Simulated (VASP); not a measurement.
# Cd (P6_3/mmc) in VASP: single point with PBEsol

Aim: the single point of Cd with PBEsol.

Program: VASP 6.6.1. These are calculated values, not measurements. Logs are shortened: lines on timing, memory, paths and dates and some standing lists are left out, and cuts for length are marked.

### 1 The cell of the first run

The structure is hexagonal, space group P6_3/mmc (No. 194). The conventional cell has a = 2.283 Å, b = 2.283 Å, c = 3.680 Å, α = 90.00°, β = 90.00°, γ = 120.00°. Within 3.0 Å of Cd (site symmetry -6m2) lie 12 Cd at 2.26 to 2.28 Å.

### 2 Single point, PBEsol (8.31 Å³/atom)

The input, POSCAR:

```
Cd
1.0
    2.2832942488      0.0000000000      0.0000000000
   -1.1416471244      1.9773908238      0.0000000000
    0.0000000000      0.0000000000      3.6798888892
Cd
2
Direct
    0.3333333333      0.6666666667      0.2500000000
    0.6666666667      0.3333333333      0.7500000000
```

The input, INCAR.step1:

```
  ALGO = Normal
  EDIFF = 1E-6
  ENCUT = 470
  GGA = PS
  GGA_COMPAT = F
  ISIF = 2
  ISMEAR = -1
  LASPH = T
  LCHARG = T
  LORBIT = 11
  LREAL = F
  LWAVE = F
  NBANDS = 27
  NEDOS = 2001
  NELM = 120
  PREC = Accurate
  SIGMA = 0.05
```

The input, KPOINTS.step1:

```
k-points
0
Gamma
  14 14 8
```

The input, INCAR.step2:

```
  ALGO = Normal
  EDIFF = 1E-6
  ENCUT = 470
  GGA = PS
  GGA_COMPAT = F
  ICHARG = 11
  ISIF = 2
  ISMEAR = -5
  LASPH = T
  LCHARG = F
  LORBIT = 10
  LREAL = F
  LWAVE = F
  NBANDS = 27
  NEDOS = 1001
  NELM = 120
  PREC = Accurate
  SIGMA = 0.05
```

The input, KPOINTS.step2:

```
k-points
0
Gamma
  21 21 12
```

Potentials or basis: VASP PAW PBE potentials, release 64 (Cd_sv_GW).

On the command line:

```console
$ cat potpaw_PBE.64/Cd_sv_GW/POTCAR > POTCAR
$ cp INCAR.step1 INCAR
$ cp KPOINTS.step1 KPOINTS
$ mpirun -np 1 vasp_std > vasp.out
$ cp INCAR.step2 INCAR
$ cp KPOINTS.step2 KPOINTS
$ mpirun -np 1 vasp_std > vasp.out
```

OUTCAR:

```text
EDIFF = 1E-6
   ENCUT = 470
   GGA = PS
   ICHARG = 11
   ISIF = 2
   ISMEAR = -5
   LASPH = T
   LORBIT = 10
   LREAL = F
   NELM = 120
   PREC = Accurate

 ion  position               nearest neighbor table
   1  0.333  0.667  0.250-   2 2.26   2 2.26   2 2.26   2 2.26   2 2.26   2 2.26
   2  0.667  0.333  0.750-   1 2.26   1 2.26   1 2.26   1 2.26   1 2.26   1 2.26

  LATTYP: Found a hexagonal cell.
 ALAT       =     2.2832942488
 C/A-ratio  =     1.6116577577

  Lattice vectors:

 A1 = (   2.2832942488,   0.0000000000,   0.0000000000)
 A2 = (  -1.1416471244,   1.9773908238,   0.0000000000)
 A3 = (   0.0000000000,   0.0000000000,   3.6798888892)

Analysis of symmetry for initial positions (statically):
=====================================================================
 Subroutine PRICEL returns:
 Original cell was already a primitive cell.

 Routine SETGRP: Setting up the symmetry group for a
 hexagonal supercell.

 Subroutine GETGRP returns: Found 24 space group operations
 (whereof 12 operations were pure point group operations)
 out of a pool of 24 trial point group operations.

The static configuration has the point symmetry D_3d.
 The point group associated with its full space group is D_6h.

Analysis of symmetry for dynamics (positions and initial velocities):
=====================================================================
 Subroutine PRICEL returns:
 Original cell was already a primitive cell.

 Routine SETGRP: Setting up the symmetry group for a
 hexagonal supercell.

 Subroutine GETGRP returns: Found 24 space group operations
 (whereof 12 operations were pure point group operations)
 out of a pool of 24 trial point group operations.

The dynamic configuration has the point symmetry D_3d.
 The point group associated with its full space group is D_6h.

 Subroutine INISYM returns: Found 24 space group operations
 (whereof 12 operations are pure point group operations),
 and found     1 'primitive' translations

----------------------------------------------------------------------------------------

                                     Primitive cell

  volume of cell :      16.6146

  direct lattice vectors                    reciprocal lattice vectors
     2.283294249  0.000000000  0.000000000     0.437963701  0.252858461  0.000000000
    -1.141647124  1.977390824  0.000000000     0.000000000  0.505716921  0.000000000
     0.000000000  0.000000000  3.679888889     0.000000000  0.000000000  0.271747335

  length of vectors
     2.283294249  2.283294249  3.679888889     0.505716921  0.505716921  0.271747335

  position of ions in fractional coordinates (direct lattice)
     0.333333333  0.666666667  0.250000000
     0.666666667  0.333333333  0.750000000

  ion indices of the primitive-cell ions
   primitive index   ion index
                 1           1
                 2           2

----------------------------------------------------------------------------------------

 KPOINTS: k-points

Automatic generation of k-mesh.
 Grid dimensions read from file:
 generate k-points for:   21   21   12

 Generating k-lattice:

  Cartesian coordinates                     Fractional coordinates (reciprocal lattice)
     0.020855414  0.012040879  0.000000000     0.047619048 -0.000000000  0.000000000
     0.000000000  0.024081758  0.000000000     0.000000000  0.047619048  0.000000000
     0.000000000  0.000000000  0.022645611     0.000000000  0.000000000  0.083333333

  Length of vectors
     0.024081758  0.024081758  0.022645611

  Shift w.r.t. Gamma in fractional coordinates (k-lattice)
     0.000000000  0.000000000  0.000000000

 TETIRR: Found   5376 inequivalent tetrahedra from    31752

 Subroutine IBZKPT returns following result:
 ===========================================

 Found    336 irreducible k-points:

 Following reciprocal coordinates:
            Coordinates               Weight
  0.000000  0.000000  0.000000      1.000000
  0.047619  0.000000  0.000000      6.000000
  0.095238  0.000000  0.000000      6.000000
  0.142857  0.000000  0.000000      6.000000
  0.190476  0.000000  0.000000      6.000000
  0.238095  0.000000  0.000000      6.000000
[... 16 lines left out ...]
  0.142857  0.095238  0.000000     12.000000
  0.190476  0.095238  0.000000     12.000000
 [... further k-points ...]
   k-points           NKPTS =    336   k-points in BZ     NKDIM =    336   number of bands    NBANDS=     27
   number of dos      NEDOS =   1001   number of ions     NIONS =      2
   total plane-waves  NPLWV =   7168
   dimension x,y,z NGX =    16 NGY =   16 NGZ =   28
   dimension x,y,z NGXF=    32 NGYF=   32 NGZF=   56
   ions per type =               2
   NGX,Y,Z   is equivalent  to a cutoff of  11.65, 11.65, 12.65 a.u.
   NGXF,Y,Z  is equivalent  to a cutoff of  23.30, 23.30, 25.30 a.u.
 SYSTEM =  unknown system
   PREC   = accura    normal or accurate (medium, high low for compatibility)
   ISTART =      0    job   : 0-new  1-cont  2-samecut
   ICHARG =     11    charge: 1-file 2-atom 10-const
   ISPIN  =      1    spin polarized calculation?
   LNONCOLLINEAR =      F non collinear calculations
   LSORBIT =      F    spin-orbit coupling
   LASPH  =      T    aspherical Exc in radial PAW
   ENCUT  =  470.0 eV  34.54 Ry    5.88 a.u.   4.04  4.04  6.50*2*pi/ulx,y,z
   NELM   =    120;   NELMIN=  2; NELMDL=  0     # of ELM steps
   EDIFF  = 0.1E-05   stopping-criterion for ELM
   LREAL  =      F    real-space projection
   EDIFFG = 0.1E-04   stopping-criterion for IOM
   NSW    =      0    number of steps for IOM
   IBRION =     -1    ionic relax: 0-MD 1-quasi-New 2-CG
   NFREE  =      0    steps in history (QN), initial steepest desc. (CG)
   ISIF   =      2    stress and relaxation
   ISYM   =      2    0-nonsym 1-usesym 2-fastsym
   POTIM  = 0.5000    time-step for ionic-motion
   TEBEG  =    0.0;   TEEND  =   0.0 temperature during run
   PSTRESS=    0.0 pullay stress
   NELECT =      40.0000    total number of electrons
   NUPDOWN=      -1.0000    fix difference up-down
   EMIN   =  10.00;   EMAX   =-10.00  energy-range for DOS
   EFERMI =   0.00;   METHOD = LEGACY
   ISMEAR =    -5;   SIGMA  =   0.05  broadening in eV -4-tet -1-fermi 0-gaus
   EFERMI_NEDOS =   21; number of points for ismear=-14 and -15
   IALGO  =     38    algorithm
   IMIX   =      4    mixing-type and parameters
     AMIX     =   0.40;   BMIX     =  1.00
     AMIX_MAG =   1.60;   BMIX_MAG =  1.00
  volume/ion in A,a.u.               =       8.31        56.06
  Fermi-wavevector in a.u.,A,eV,Ry     =   2.194144  4.146331 65.502091  4.814268
  Thomas-Fermi vector in A             =   3.158541
   LORBIT       =     10    0 simple, 1 ext, 2 COOP (PROOUT), +10 PAW based schemes
   GGA     = PS    functional components
   LHFCALC =     F    Hartree Fock is set to
   AEXX    =    0.0000 exact exchange contribution
   IVDW    =     0    specifies the selected vdW correction
   LEPSILON=     F    determine dielectric tensor
   LRPA    =     F    only Hartree local field effects (RPA)
 non-spin polarized calculation
 Fermi weights with tetrahedron method with Bloechl corrections
  energy-cutoff  :      470.00
  volume of cell :       16.61
 maximum number of plane-waves:       394

 number of electron      40.0000003 magnetization

 Free energy of the ion-electron system (eV)
  ---------------------------------------------------
  ext. energy  EPLUGINS =         0.00000000
  ---------------------------------------------------
  free energy    TOTEN  =        18.24360312 eV

  energy without entropy =       18.24360312  energy(sigma->0) =       18.24360312

 E-fermi :  26.5659     XC(G=0): -17.9929

 val. band max:       26.9216571589   @ k =   0.2857   0.0952   0.0000
 cond. band min:      26.0337837457   @ k =   0.3333   0.3333   0.3333
 fundamental gap:     -0.8878734132
 Fermi energy:        26.5659195148

 k-point     1 :       0.0000    0.0000    0.0000
  band No.  band energies     occupation
      1     -83.6519      2.00000
      2     -83.3369      2.00000
      3     -45.5854      2.00000
      4     -44.2225      2.00000
      5     -44.2225      2.00000
      6     -43.9958      2.00000
[... 19 lines left out ...]
     26      45.4049      0.00000
     27      45.8816      0.00000

 k-point     2 :       0.0476    0.0000    0.0000
  band No.  band energies     occupation
      1     -83.6460      2.00000
      2     -83.3347      2.00000
      3     -45.5741      2.00000
      4     -44.2496      2.00000
      5     -44.2314      2.00000
      6     -44.0218      2.00000
[... 19 lines left out ...]
     26      45.1667      0.00000
     27      45.2436      0.00000

 k-point     3 :       0.0952    0.0000    0.0000
  band No.  band energies     occupation
      1     -83.6293      2.00000
      2     -83.3272      2.00000
      3     -45.5408      2.00000
      4     -44.3249      2.00000
      5     -44.2557      2.00000
      6     -44.0990      2.00000
[... 19 lines left out ...]
     26      43.7566      0.00000
     27      43.8256      0.00000

 k-point     4 :       0.1429    0.0000    0.0000
  band No.  band energies     occupation
      1     -83.6027      2.00000
      2     -83.3154      2.00000
      3     -45.4860      2.00000
      4     -44.4421      2.00000
      5     -44.2929      2.00000
      6     -44.2184      2.00000
[... 19 lines left out ...]
     26      42.1292      0.00000
     27      42.7774      0.00000
[... 516 lines left out ...]
      4     -44.4865      2.00000
      5     -44.3798      2.00000
      6     -44.2282      2.00000
[... 19 lines left out ...]
     26      42.1853      0.00000
     27      42.2168      0.00000

 k-point    23 :       0.1429    0.0952    0.0000
  band No.  band energies     occupation
      1     -83.5549      2.00000
      2     -83.2961      2.00000
      3     -45.3833      2.00000
      4     -44.6143      2.00000
      5     -44.5001      2.00000
      6     -44.2985      2.00000
[... 19 lines left out ...]
     26      41.7569      0.00000
     27      42.7468      0.00000

 k-point    24 :       0.1905    0.0952    0.0000
  band No.  band energies     occupation
      1     -83.5163      2.00000
      2     -83.2823      2.00000
      3     -45.2979      2.00000
      4     -44.7666      2.00000
      5     -44.6301      2.00000
      6     -44.3733      2.00000
[... 19 lines left out ...]
     26      41.7022      0.00000
     27      43.6837      0.00000

 [... further k-points ...]
[... 5 lines left out ...]
  --------------------------------------------------------------------------------------
  -------------------------------------------------------------------------------------
  Total       70.2949641     70.2949641     70.6296662      0.0000000      0.0000000      0.0000000
  in kB     6778.6887443   6778.6887445   6810.9647564      0.0000000      0.0000000      0.0000000
  external PRESSURE =    6789.4474151 kB  Pullay stress =       0.0000000 kB

 VOLUME and BASIS-vectors are now :
 -----------------------------------------------------------------------------
  energy-cutoff  :      470.00
  volume of cell :       16.61
      direct lattice vectors                 reciprocal lattice vectors
     2.283294249  0.000000000  0.000000000     0.437963701  0.252858461  0.000000000
    -1.141647124  1.977390824  0.000000000     0.000000000  0.505716921  0.000000000
     0.000000000  0.000000000  3.679888889     0.000000000  0.000000000  0.271747335

 POSITION                                       TOTAL-FORCE (eV/Angst)
 -----------------------------------------------------------------------------------
     -0.00000      1.31826      0.91997        -0.000000      0.000000      0.000000
      1.14165      0.65913      2.75992         0.000000      0.000000      0.000000
 -----------------------------------------------------------------------------------
    total drift:                                0.000000     -0.000000      0.000000

  FREE ENERGIE OF THE ION-ELECTRON SYSTEM (eV)
  ---------------------------------------------------
  free  energy   TOTEN  =        18.2436031211 eV

  energy  without entropy=       18.2436031211  energy(sigma->0) =       18.24360312

 total charge

# of ion       s       p       d       f       tot
--------------------------------------------------
    1        2.527   7.158   9.289   0.091  19.066
    2        2.527   7.158   9.289   0.091  19.066
--------------------------------------------------
tot          5.055  14.316  18.578   0.182  38.132
```

It took 62 s on 1 thread of Intel Xeon Platinum 8559C (Emerald Rapids), shared host; peak memory 0.25 GiB.

Results:

* Valence electrons inside the program's atomic spheres: Cd 19.07

Caveat: the PAW data sets were made with another functional, which shifts forces and pressure a little.
